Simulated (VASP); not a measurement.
# KCl (Imm2) in VASP: single point with PBE

Aim: the single point of KCl with PBE.

Program: VASP 6.6.1. These are calculated values, not measurements. Logs are shortened: lines on timing, memory, paths and dates and some standing lists are left out, and cuts for length are marked.

## (1) The cell of the first run

It takes space group Imm2 (No. 44, orthorhombic). The conventional cell has a = 4.351 Å, b = 5.874 Å, c = 4.492 Å, α = 90.00°, β = 90.00°, γ = 90.00°. Within 3.7 Å of K (site symmetry mm2) lie 6 Cl at 2.79 to 3.51 Å. Cl (site symmetry mm2) has 6 K at 2.79 to 3.51 Å within 3.7 Å.

## (2) Single point, PBE (strained and its atoms moved)

The input, INCAR:

```
SYSTEM = KCl
  PREC = Accurate
  ENCUT = 520
  EDIFF = 1E-7
  ISMEAR = 0
  SIGMA = 0.02
  LREAL = .False.
  LASPH = .True.
  NELM = 100
  ALGO = Normal
  ISIF = 2
  LWAVE = .False.
  LCHARG = .True.
  GGA = PE
  LELF = .True.
  LVHAR = .True.
  NBANDS = 15
```

The input, KPOINTS:

```
Automatic mesh
0
Gamma
  6 6 6
  0 0 0
```

The input, POSCAR:

```
KCl
1.0
    0.0000000000      3.1760781130      3.1760781130
    2.9370035380      0.0497085750      3.1263695380
    2.9370035380      3.1263695380      0.0497085750
K Cl
1 1
Direct
    0.0560111198      0.0000000000      0.0000000000
    0.4439888802      0.5000000000      0.5000000000
```

Potentials or basis: VASP PAW PBE potentials, release 64 (K_sv, Cl).

Run with:

```
$ cat potpaw_PBE.64/K_sv/POTCAR potpaw_PBE.64/Cl/POTCAR > POTCAR
$ mpirun -np 1 vasp_std > vasp.out
```

OUTCAR:

```text
SYSTEM = KCl
   PREC = Accurate
   ENCUT = 520
   EDIFF = 1E-7
   ISMEAR = 0
   LREAL = .False.
   LASPH = .True.
   NELM = 100
   ISIF = 2
   GGA = PE

 ion  position               nearest neighbor table
   1  0.056  0.000  0.000-   2 2.79   2 2.79   2 2.98   2 2.98
   2  0.444  0.500  0.500-   1 2.79   1 2.79   1 2.98   1 2.98

  LATTYP: Found a body centered orthorhombic cell.
 ALAT       =     4.3510556607
 B/A-ratio  =     1.0323133264
 C/A-ratio  =     1.3500188308

  Lattice vectors:

 A1 = (  -2.9370035380,  -3.1263695380,  -0.0497085750)
 A2 = (  -2.9370035380,   3.1263695380,   0.0497085750)
 A3 = (   2.9370035380,  -0.0497085750,  -3.1263695380)

Analysis of symmetry for initial positions (statically):
=====================================================================
 Subroutine PRICEL returns:
 Original cell was already a primitive cell.

 Routine SETGRP: Setting up the symmetry group for a
 body centered orthorhombic supercell.

 Subroutine GETGRP returns: Found  4 space group operations
 (whereof  4 operations were pure point group operations)
 out of a pool of  8 trial point group operations.

The static configuration has the point symmetry C_2v.

Analysis of symmetry for dynamics (positions and initial velocities):
=====================================================================
 Subroutine PRICEL returns:
 Original cell was already a primitive cell.

 Routine SETGRP: Setting up the symmetry group for a
 body centered orthorhombic supercell.

 Subroutine GETGRP returns: Found  4 space group operations
 (whereof  4 operations were pure point group operations)
 out of a pool of  8 trial point group operations.

The dynamic configuration has the point symmetry C_2v.

 Subroutine INISYM returns: Found  4 space group operations
 (whereof  4 operations are pure point group operations),
 and found     1 'primitive' translations

----------------------------------------------------------------------------------------

                                     Primitive cell

  volume of cell :      57.3991

  direct lattice vectors                    reciprocal lattice vectors
     0.000000000  3.176078113  3.176078113    -0.170241538  0.157426859  0.157426859
     2.937003538  0.049708575  3.126369538     0.170241538 -0.162513844  0.162513844
     2.937003538  3.126369538  0.049708575     0.170241538  0.162513844 -0.162513844

  length of vectors
     4.491652743  4.289830674  4.289830674     0.280265255  0.286013427  0.286013427

  position of ions in fractional coordinates (direct lattice)
     0.056011120  0.000000000  0.000000000
     0.443988880  0.500000000  0.500000000

  ion indices of the primitive-cell ions
   primitive index   ion index
                 1           1
                 2           2

----------------------------------------------------------------------------------------

 KPOINTS: Automatic mesh

Automatic generation of k-mesh.
 Grid dimensions read from file:
 generate k-points for:    6    6    6

 Generating k-lattice:

  Cartesian coordinates                     Fractional coordinates (reciprocal lattice)
    -0.028373590  0.026237810  0.026237810     0.166666667  0.000000000  0.000000000
     0.028373590 -0.027085641  0.027085641     0.000000000  0.166666667 -0.000000000
     0.028373590  0.027085641 -0.027085641     0.000000000 -0.000000000  0.166666667

  Length of vectors
     0.046710876  0.047668904  0.047668904

  Shift w.r.t. Gamma in fractional coordinates (k-lattice)
     0.000000000  0.000000000  0.000000000

 Subroutine IBZKPT returns following result:
 ===========================================

 Found     46 irreducible k-points:

 Following reciprocal coordinates:
            Coordinates               Weight
  0.000000  0.000000  0.000000      1.000000
  0.166667  0.000000 -0.000000      4.000000
  0.333333  0.000000  0.000000      4.000000
  0.500000  0.000000 -0.000000      2.000000
  0.000000  0.166667  0.000000      4.000000
  0.166667  0.166667  0.000000      4.000000
[... 16 lines left out ...]
  0.500000  0.166667  0.166667      4.000000
 -0.333333  0.166667  0.166667      4.000000
 [... further k-points ...]
   k-points           NKPTS =     46   k-points in BZ     NKDIM =     46   number of bands    NBANDS=     15
   number of dos      NEDOS =    301   number of ions     NIONS =      2
   total plane-waves  NPLWV =  36864
   dimension x,y,z NGX =    36 NGY =   32 NGZ =   32
   dimension x,y,z NGXF=    72 NGYF=   64 NGZF=   64
   ions per type =               1   1
   NGX,Y,Z   is equivalent  to a cutoff of  13.32, 12.40, 12.40 a.u.
   NGXF,Y,Z  is equivalent  to a cutoff of  26.65, 24.80, 24.80 a.u.
 SYSTEM =  KCl
   PREC   = accura    normal or accurate (medium, high low for compatibility)
   ISTART =      0    job   : 0-new  1-cont  2-samecut
   ICHARG =      2    charge: 1-file 2-atom 10-const
   ISPIN  =      1    spin polarized calculation?
   LNONCOLLINEAR =      F non collinear calculations
   LSORBIT =      F    spin-orbit coupling
   LASPH  =      T    aspherical Exc in radial PAW
   ENCUT  =  520.0 eV  38.22 Ry    6.18 a.u.   8.35  7.98  7.98*2*pi/ulx,y,z
   NELM   =    100;   NELMIN=  2; NELMDL= -5     # of ELM steps
   EDIFF  = 0.1E-06   stopping-criterion for ELM
   LREAL  =      F    real-space projection
   EDIFFG = 0.1E-05   stopping-criterion for IOM
   NSW    =      0    number of steps for IOM
   IBRION =     -1    ionic relax: 0-MD 1-quasi-New 2-CG
   NFREE  =      0    steps in history (QN), initial steepest desc. (CG)
   ISIF   =      2    stress and relaxation
   ISYM   =      2    0-nonsym 1-usesym 2-fastsym
   POTIM  = 0.5000    time-step for ionic-motion
   TEBEG  =    0.0;   TEEND  =   0.0 temperature during run
   PSTRESS=    0.0 pullay stress
   NELECT =      16.0000    total number of electrons
   NUPDOWN=      -1.0000    fix difference up-down
   EMIN   =  10.00;   EMAX   =-10.00  energy-range for DOS
   EFERMI =   0.00;   METHOD = LEGACY
   ISMEAR =     0;   SIGMA  =   0.02  broadening in eV -4-tet -1-fermi 0-gaus
   EFERMI_NEDOS =   21; number of points for ismear=-14 and -15
   IALGO  =     38    algorithm
   IMIX   =      4    mixing-type and parameters
     AMIX     =   0.40;   BMIX     =  1.00
     AMIX_MAG =   1.60;   BMIX_MAG =  1.00
  volume/ion in A,a.u.               =      28.70       193.67
  Fermi-wavevector in a.u.,A,eV,Ry     =   1.069415  2.020902 15.560291  1.143649
  Thomas-Fermi vector in A             =   2.205094
   LORBIT       =      0    0 simple, 1 ext, 2 COOP (PROOUT), +10 PAW based schemes
   GGA     = PE    functional components
   LHFCALC =     F    Hartree Fock is set to
   AEXX    =    0.0000 exact exchange contribution
   IVDW    =     0    specifies the selected vdW correction
   LEPSILON=     F    determine dielectric tensor
   LRPA    =     F    only Hartree local field effects (RPA)
 non-spin polarized calculation
 Gauss-broadening in eV      SIGMA  =   0.02
  energy-cutoff  :      520.00
  volume of cell :       57.40
 maximum number of plane-waves:      1574
 NGX is ok and might be reduce to    36
   NGX = 17   NGY = 15   NGZ = 15

 number of electron      16.0000000 magnetization

 Free energy of the ion-electron system (eV)
  ---------------------------------------------------
  ext. energy  EPLUGINS =         0.00000000
  ---------------------------------------------------
  free energy    TOTEN  =        -6.52821452 eV

  energy without entropy =       -6.52821452  energy(sigma->0) =       -6.52821452

 E-fermi :  -1.3796     XC(G=0):  -7.8392

 val. band max:       -1.5835259629   @ k =   0.0000   0.0000   0.0000
 cond. band min:       3.9423702673   @ k =   0.0000   0.0000   0.0000
 fundamental gap:      5.5258962302
 Fermi energy:        -1.3796394561

 k-point     1 :       0.0000    0.0000    0.0000
  band No.  band energies     occupation
      1     -28.4255      2.00000
      2     -13.7937      2.00000
      3     -11.9221      2.00000
      4     -11.8934      2.00000
      5     -11.8514      2.00000
      6      -1.6331      2.00000
      7      -1.5910      2.00000
      8      -1.5835      2.00000
      9       3.9424      0.00000
     10       6.8780      0.00000
     11       7.2572      0.00000
     12       7.4576      0.00000
     13       8.1798      0.00000
     14       8.3179      0.00000
     15      11.0945      0.00000

 k-point     2 :       0.1667    0.0000   -0.0000
  band No.  band energies     occupation
      1     -28.4214      2.00000
      2     -13.8523      2.00000
      3     -11.9294      2.00000
      4     -11.9051      2.00000
      5     -11.7686      2.00000
      6      -1.9505      2.00000
      7      -1.6682      2.00000
      8      -1.6579      2.00000
      9       4.6005      0.00000
     10       6.9565      0.00000
     11       7.1961      0.00000
     12       7.6067      0.00000
     13       8.6138      0.00000
     14       8.9483      0.00000
     15      11.9367      0.00000

 k-point     3 :       0.3333    0.0000    0.0000
  band No.  band energies     occupation
      1     -28.4131      2.00000
      2     -13.9592      2.00000
      3     -11.9440      2.00000
      4     -11.9052      2.00000
      5     -11.6361      2.00000
      6      -2.4685      2.00000
      7      -1.8150      2.00000
      8      -1.8078      2.00000
      9       5.8267      0.00000
     10       6.9990      0.00000
     11       8.0604      0.00000
     12       8.2681      0.00000
     13       9.7086      0.00000
     14      10.0166      0.00000
     15      11.3127      0.00000

 k-point     4 :       0.5000    0.0000   -0.0000
  band No.  band energies     occupation
      1     -28.4089      2.00000
      2     -14.0086      2.00000
      3     -11.9512      2.00000
      4     -11.9036      2.00000
      5     -11.5757      2.00000
      6      -2.6903      2.00000
      7      -1.8851      2.00000
      8      -1.8824      2.00000
      9       6.2957      0.00000
     10       7.4430      0.00000
     11       8.7848      0.00000
     12       9.0798      0.00000
     13       9.7636      0.00000
     14      10.7549      0.00000
     15      10.9903      0.00000
[... 307 lines left out ...]
 k-point    22 :       0.3333    0.1667    0.1667
  band No.  band energies     occupation
      1     -28.4165      2.00000
      2     -13.8709      2.00000
      3     -11.9408      2.00000
      4     -11.9328      2.00000
      5     -11.7363      2.00000
      6      -2.2074      2.00000
      7      -1.7751      2.00000
      8      -1.7257      2.00000
      9       5.4442      0.00000
     10       6.8941      0.00000
     11       7.5262      0.00000
     12       8.5611      0.00000
     13       8.8517      0.00000
     14       9.3494      0.00000
     15      11.5503      0.00000

 k-point    23 :       0.5000    0.1667    0.1667
  band No.  band energies     occupation
      1     -28.4092      2.00000
      2     -13.9213      2.00000
      3     -11.9625      2.00000
      4     -11.9519      2.00000
      5     -11.6724      2.00000
      6      -2.4793      2.00000
      7      -1.8685      2.00000
      8      -1.8674      2.00000
      9       6.4214      0.00000
     10       7.1898      0.00000
     11       8.3960      0.00000
     12       8.8021      0.00000
     13       9.5421      0.00000
     14      10.4404      0.00000
     15      10.4659      0.00000

 k-point    24 :      -0.3333    0.1667    0.1667
  band No.  band energies     occupation
      1     -28.4067      2.00000
      2     -13.9530      2.00000
      3     -11.9677      2.00000
      4     -11.9547      2.00000
      5     -11.6339      2.00000
      6      -2.5339      2.00000
      7      -1.9333      2.00000
      8      -1.8574      2.00000
      9       6.4064      0.00000
     10       7.1448      0.00000
     11       8.3619      0.00000
     12       8.9707      0.00000
     13      10.1790      0.00000
     14      10.3641      0.00000
     15      11.0762      0.00000

 [... further k-points ...]
[... 5 lines left out ...]
  --------------------------------------------------------------------------------------
  -------------------------------------------------------------------------------------
  Total        1.6043276      1.8808332      1.8808332      0.0000000     -0.4706951      0.0000000
  in kB       44.7814710     52.4995512     52.4995512      0.0000000    -13.1384756      0.0000000
  external PRESSURE =      49.9268578 kB  Pullay stress =       0.0000000 kB

 VOLUME and BASIS-vectors are now :
 -----------------------------------------------------------------------------
  energy-cutoff  :      520.00
  volume of cell :       57.40
      direct lattice vectors                 reciprocal lattice vectors
     0.000000000  3.176078113  3.176078113    -0.170241538  0.157426859  0.157426859
     2.937003538  0.049708575  3.126369538     0.170241538 -0.162513844  0.162513844
     2.937003538  3.126369538  0.049708575     0.170241538  0.162513844 -0.162513844

 POSITION                                       TOTAL-FORCE (eV/Angst)
 -----------------------------------------------------------------------------------
      0.00000      0.17790      0.17790         0.000000     -0.598294     -0.598294
      2.93700      2.99818      2.99818        -0.000000      0.598294      0.598294
 -----------------------------------------------------------------------------------
    total drift:                               -0.000001      0.000044      0.000044

  FREE ENERGIE OF THE ION-ELECTRON SYSTEM (eV)
  ---------------------------------------------------
  free  energy   TOTEN  =        -6.5282145198 eV

  energy  without entropy=       -6.5282145198  energy(sigma->0) =       -6.52821452
```

Run time: 27 s. Hardware: 1 thread of AMD EPYC 7R13, shared host; peak memory 0.2 GiB.

What came out:

```yaml
Free_energy: -6.5282 eV
Pressure: 5.0 GPa
Largest_force: 0.846 eV/Å
Band_gap_on_the_k_mesh: 5.53 eV, direct
```

Forces on the atoms (eV/Å):
```
K    0.000 -0.598 -0.598
Cl   0.000  0.598  0.598
```

Stress tensor (GPa, compression positive):
```
 4.48  0.00  0.00
 0.00  5.25 -1.31
 0.00 -1.31  5.25
```

Levels at points of the mesh, in eV from the valence-band top:
```tsv
k point	band 6	band 7	band 8	band 9	band 10	band 11
(0.00, 0.00, 0.00)	-0.05	-0.01	0.00	5.53	8.46	8.84
(0.50, 0.00, 0.00)	-1.11	-0.30	-0.30	7.88	9.03	10.37
(0.00, 0.50, 0.00)	-1.10	-0.27	-0.24	7.56	8.60	10.58
(0.50, 0.50, 0.00)	-0.62	-0.21	-0.13	6.83	8.67	9.44
(0.00, 0.50, 0.50)	-0.55	-0.37	-0.19	6.87	8.52	10.71
```

Caveat: the cell differs from its parent crystal (strained and its atoms moved).
